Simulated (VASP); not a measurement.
# Re (P6_3/mmc) in VASP: notebook, part 2 of 2

VASP 6.6.1.

**3. Single point, PBE**

This run uses another cell than the first one, of 14.94 Å³/atom.

The input, INCAR:

```
PREC = Accurate
ENCUT = 520
EDIFF = 1E-7
ISMEAR = -1
SIGMA = 0.05
LREAL = F
LASPH = T
NELM = 100
ALGO = Normal
ISIF = 2
LWAVE = F
LCHARG = F
GGA = PE
NBANDS = 22
```

The input, KPOINTS:

```
regular mesh
0
Gamma
  11 11 3
```

The input, POSCAR:

```
Re
1.0
    2.7737558965      0.0000000000      0.0000000000
   -1.3868779482      2.4021430703      0.0000000000
    0.0000000000      0.0000000000      8.9711293204
Re
4
Direct
    0.6666666667      0.3333333333      0.7500000000
    0.0000000000      0.0000000000      0.5000000000
    0.3333333333      0.6666666667      0.2500000000
    0.0000000000      0.0000000000      0.0000000000
```

Potentials or basis: VASP PAW PBE potentials, release 64 (Re).

Run with:

```bash
$ cat potpaw_PBE.64/Re/POTCAR > POTCAR
$ mpirun -np 1 vasp_std > vasp.out
```

OUTCAR:

```text
PREC = Accurate
   ENCUT = 520
   EDIFF = 1E-7
   ISMEAR = -1
   LREAL = F
   LASPH = T
   NELM = 100
   ISIF = 2
   GGA = PE

 ion  position               nearest neighbor table
   1  0.667  0.333  0.750-   2 2.76   4 2.76   2 2.76   4 2.76   2 2.76   4 2.76
   2  0.000  0.000  0.500-   1 2.76   3 2.76   1 2.76   3 2.76   1 2.76   3 2.76
   3  0.333  0.667  0.250-   2 2.76   4 2.76   2 2.76   4 2.76   2 2.76   4 2.76
   4  0.000  0.000  0.000-   1 2.76   3 2.76   1 2.76   3 2.76   1 2.76   3 2.76

  LATTYP: Found a hexagonal cell.
 ALAT       =     2.7737558965
 C/A-ratio  =     3.2342894094

  Lattice vectors:

 A1 = (   2.7737558965,   0.0000000000,   0.0000000000)
 A2 = (  -1.3868779482,   2.4021430703,   0.0000000000)
 A3 = (   0.0000000000,   0.0000000000,   8.9711293204)

Analysis of symmetry for initial positions (statically):
=====================================================================
 Subroutine PRICEL returns:
 Original cell was already a primitive cell.

 Routine SETGRP: Setting up the symmetry group for a
 hexagonal supercell.

 Subroutine GETGRP returns: Found 24 space group operations
 (whereof 12 operations were pure point group operations)
 out of a pool of 24 trial point group operations.

The static configuration has the point symmetry D_3d.
 The point group associated with its full space group is D_6h.

Analysis of symmetry for dynamics (positions and initial velocities):
=====================================================================
 Subroutine PRICEL returns:
 Original cell was already a primitive cell.

 Routine SETGRP: Setting up the symmetry group for a
 hexagonal supercell.

 Subroutine GETGRP returns: Found 24 space group operations
 (whereof 12 operations were pure point group operations)
 out of a pool of 24 trial point group operations.

[... 121 lines left out ...]
   EFERMI_NEDOS =   21; number of points for ismear=-14 and -15
   IALGO  =     38    algorithm
   IMIX   =      4    mixing-type and parameters
     AMIX     =   0.40;   BMIX     =  1.00
     AMIX_MAG =   1.60;   BMIX_MAG =  1.00
  volume/ion in A,a.u.               =      14.94       100.84
  Fermi-wavevector in a.u.,A,eV,Ry     =   1.271421  2.402638 21.993978  1.616512
  Thomas-Fermi vector in A             =   2.404355
   LORBIT       =      0    0 simple, 1 ext, 2 COOP (PROOUT), +10 PAW based schemes
   GGA     = PE    functional components
   LHFCALC =     F    Hartree Fock is set to
   AEXX    =    0.0000 exact exchange contribution
   IVDW    =     0    specifies the selected vdW correction
   LEPSILON=     F    determine dielectric tensor
   LRPA    =     F    only Hartree local field effects (RPA)
 non-spin polarized calculation
  energy-cutoff  :      520.00
  volume of cell :       59.77
 maximum number of plane-waves:      1629
 NGX is ok and might be reduce to    24
   NGX = 11   NGY = 11   NGZ = 33

 number of electron      27.9999999 magnetization

 Free energy of the ion-electron system (eV)
  ---------------------------------------------------
  ext. energy  EPLUGINS =         0.00000000
  ---------------------------------------------------
  free energy    TOTEN  =       -49.71152312 eV

  energy without entropy =      -49.68718790  energy(sigma->0) =      -49.69935551

 E-fermi :   7.7814     XC(G=0): -13.6446

 val. band max:        7.7750229107   @ k =   0.1818   0.0909   0.3333
 cond. band min:       7.7826788478   @ k =   0.3636   0.2727   0.3333
 fundamental gap:      0.0076559371
 Fermi energy:         7.7813778680

 k-point     1 :       0.0000    0.0000    0.0000
  band No.  band energies     occupation
      1      -2.0644      2.00000
      2       0.2173      2.00000
      3       0.2935      2.00000
      4       1.2010      2.00000
      5       5.2805      2.00000
      6       5.3720      2.00000
[... 589 lines left out ...]
     21      10.7450      0.00000
     22      11.4159      0.00000

 [... further k-points ...]

------------------------ aborting loop because EDIFF is reached ----------------------------------------

  FORCE on cell =-STRESS in cart. coord.  units (eV):
  Direction    XX          YY          ZZ          XY          YZ          ZX
  --------------------------------------------------------------------------------------
  -------------------------------------------------------------------------------------
  Total       -0.1804914     -0.1804914     -0.2050307     -0.0000000      0.0000000      0.0000000
  in kB       -4.8378562     -4.8378562     -5.4956013     -0.0000000      0.0000000      0.0000000
  external PRESSURE =      -5.0571046 kB  Pullay stress =       0.0000000 kB

 VOLUME and BASIS-vectors are now :
 -----------------------------------------------------------------------------
  energy-cutoff  :      520.00
  volume of cell :       59.77
      direct lattice vectors                 reciprocal lattice vectors
     2.773755896  0.000000000  0.000000000     0.360521992  0.208147469  0.000000000
    -1.386877948  2.402143070  0.000000000     0.000000000  0.416294938  0.000000000
     0.000000000  0.000000000  8.971129320     0.000000000  0.000000000  0.111468686

 POSITION                                       TOTAL-FORCE (eV/Angst)
 -----------------------------------------------------------------------------------
      1.38688      0.80071      6.72835         0.000000      0.000000      0.000000
      0.00000      0.00000      4.48556         0.000000      0.000000      0.000000
     -0.00000      1.60143      2.24278        -0.000000     -0.000000     -0.000000
      0.00000      0.00000      0.00000         0.000000      0.000000      0.000000
 -----------------------------------------------------------------------------------
    total drift:                               -0.000000      0.000000      0.000000

  FREE ENERGIE OF THE ION-ELECTRON SYSTEM (eV)
  ---------------------------------------------------
  free  energy   TOTEN  =       -49.7115231163 eV

  energy  without entropy=      -49.6871879028  energy(sigma->0) =      -49.69935551
```

Wall time 28 s (1 thread of Intel Xeon 6975P-C (Granite Rapids), shared host); peak memory 0.2 GiB.

Results:

| Property | Result |
| --- | --- |
| Free energy | -49.7115 eV |
| Pressure | -0.5 GPa |
| Band gap on the k mesh | zero (bands 14 and 15 overlap by 2.37 eV) |

Levels at points of the mesh, in eV from the Fermi level:
```csv
k point,band 12,band 13,band 14,band 15,band 16,band 17
"(0.00, 0.00, 0.00)",-1.19,-1.19,-1.08,-1.08,0.48,0.64
```

Caveat: spin-orbit coupling is left out, which moves the levels of the heavy elements.

**4. Single point, RPBE**

This run uses another cell than the first one, of 15.10 Å³/atom.

The input, INCAR:

```
PREC     = Accurate       # precision mode
ENCUT    = 520            # plane-wave cutoff, eV
EDIFF    = 1E-6           # SCF threshold, eV
ISMEAR   = -1             # smearing method
SIGMA    = 0.05           # smearing width, eV
LREAL    = False          # projectors in reciprocal space
LASPH    = True           # aspherical terms in the spheres
NELM     = 60             # most SCF steps
ALGO     = Normal         # electronic algorithm
ISIF     = 2              # what is computed and relaxed
LWAVE    = False          # write WAVECAR
LCHARG   = True           # write CHGCAR
GGA      = RP             # functional
LELF     = True           # ELF
LVHAR    = True         
NBANDS   = 22             # bands
```

KPOINTS is that of step 3.

The input, POSCAR:

```
Re
1.0
    2.7833795611      0.0000000000      0.0000000000
   -1.3916897805      2.4104774083      0.0000000000
    0.0000000000      0.0000000000      9.0044775759
Re
4
Direct
    0.6666666667      0.3333333333      0.7500000000
    0.0000000000      0.0000000000      0.5000000000
    0.3333333333      0.6666666667      0.2500000000
    0.0000000000      0.0000000000      0.0000000000
```

Run with:

```bash
$ cat potpaw_PBE.64/Re/POTCAR > POTCAR
$ mpirun -np 1 vasp_std > vasp.out
```

Wall time 25 s (1 thread of Intel Xeon 6975P-C (Granite Rapids), shared host); peak memory 0.2 GiB.

Results (log left out):

| Property | Result |
| --- | --- |
| Free energy | -47.2837 eV |
| Pressure | -0.7 GPa |
| Band gap on the k mesh | zero (bands 14 and 15 overlap by 2.31 eV) |

Stress tensor (GPa, compression positive):
```
-0.67  0.00  0.00
 0.00 -0.67  0.00
 0.00  0.00 -0.75
```

Levels at points of the mesh, in eV from the Fermi level:
```tsv
k point	band 11	band 12	band 13	band 14	band 15	band 16	band 17	band 18
(0.00, 0.00, 0.00)	-1.59	-1.17	-1.17	-1.06	-1.06	0.44	0.63	0.63
```

Caveat: the PAW data sets were made with another functional, which shifts forces and pressure a little; spin-orbit coupling is left out, which moves the levels of the heavy elements.

**5. Single point, r2SCAN**

This run uses another cell than the first one, of 14.69 Å³/atom.

The input, POSCAR:

```
Re
1.0
    2.7571313769      0.0000000000      0.0000000000
   -1.3785656884      2.3877458140      0.0000000000
    0.0000000000      0.0000000000      8.9244031244
Re
4
Direct
    0.6666666667      0.3333333333      0.7500000000
    0.0000000000      0.0000000000      0.5000000000
    0.3333333333      0.6666666667      0.2500000000
    0.0000000000      0.0000000000      0.0000000000
```

The input, INCAR.step1:

```
SYSTEM = Re
PREC = Accurate
ENCUT = 520
ISMEAR = -1
SIGMA = 0.05
LREAL = .False.
LASPH = .True.
NELM = 60
NBANDS = 22
GGA = PE
ALGO = Normal
EDIFF = 1E-4
LWAVE = .True.
LCHARG = .False.
```

The input, INCAR.step2:

```
SYSTEM = Re
PREC = Accurate
ENCUT = 520
EDIFF = 1E-6
ISMEAR = -1
SIGMA = 0.05
LREAL = .False.
LASPH = .True.
NELM = 60
ALGO = Normal
ISIF = 2
LWAVE = .False.
LCHARG = .False.
METAGGA = R2SCAN
LMIXTAU = .True.
NBANDS = 22
ISTART = 1
```

The input, KPOINTS:

```
Automatic mesh
0
Gamma
  11 11 3
  0 0 0
```

Run with:

```bash
$ cat potpaw_PBE.64/Re/POTCAR > POTCAR
$ cp INCAR.step1 INCAR
$ mpirun -np 1 vasp_std > vasp.out
$ cp INCAR.step2 INCAR
$ mpirun -np 1 vasp_std > vasp.out
```

It took 97 s on 1 thread of Intel Xeon 6975P-C (Granite Rapids), shared host; peak memory 0.21 GiB.

Results (log left out):

```yaml
Free_energy: -209.8210 eV
Pressure: 0.1 GPa
Band_gap_on_the_k_mesh: zero (bands 14 and 15 overlap by 2.48 eV)
```

Levels at points of the mesh, in eV from the Fermi level:
```csv
k point,band 12,band 13,band 14,band 15,band 16,band 17
"(0.00, 0.00, 0.00)",-1.27,-1.27,-1.17,-1.17,0.42,0.73
```

Caveat: the PAW data sets were made with another functional, which shifts forces and pressure a little; spin-orbit coupling is left out, which moves the levels of the heavy elements.

**6. Summary**

```tsv
level	potentials or basis	cell	gap on the mesh (eV)	pressure (GPa)
LDA	VASP PAW LDA potentials, release 64 (Re)	a = 2.766, b = 2.766, c = 8.939 Å, angles 90.0, 90.0, 120.0°, 4 atoms	none	-11.4
PBE	VASP PAW PBE potentials, release 64 (Re)	a = 2.774, b = 2.774, c = 8.971 Å, angles 90.0, 90.0, 120.0°, 4 atoms	none	-0.5
RPBE	VASP PAW PBE potentials, release 64 (Re)	a = 2.783, b = 2.783, c = 9.004 Å, angles 90.0, 90.0, 120.0°, 4 atoms	none	-0.7
r2SCAN	VASP PAW PBE potentials, release 64 (Re)	a = 2.757, b = 2.757, c = 8.924 Å, angles 90.0, 90.0, 120.0°, 4 atoms	none	0.1
```

Alike in all rows: task single point; no spin polarisation; k mesh 11 × 11 × 3; cutoff (eV) 520; smearing fermi-dirac 0.05 eV.

Caveats: spin-orbit coupling is left out, which moves the levels of the heavy elements; the PAW data sets were made with another functional, which shifts forces and pressure a little (at least some runs); the cell stands under tension (at least some runs).

Total energies depend on the potentials used, so only differences within one code and one set of settings carry meaning.
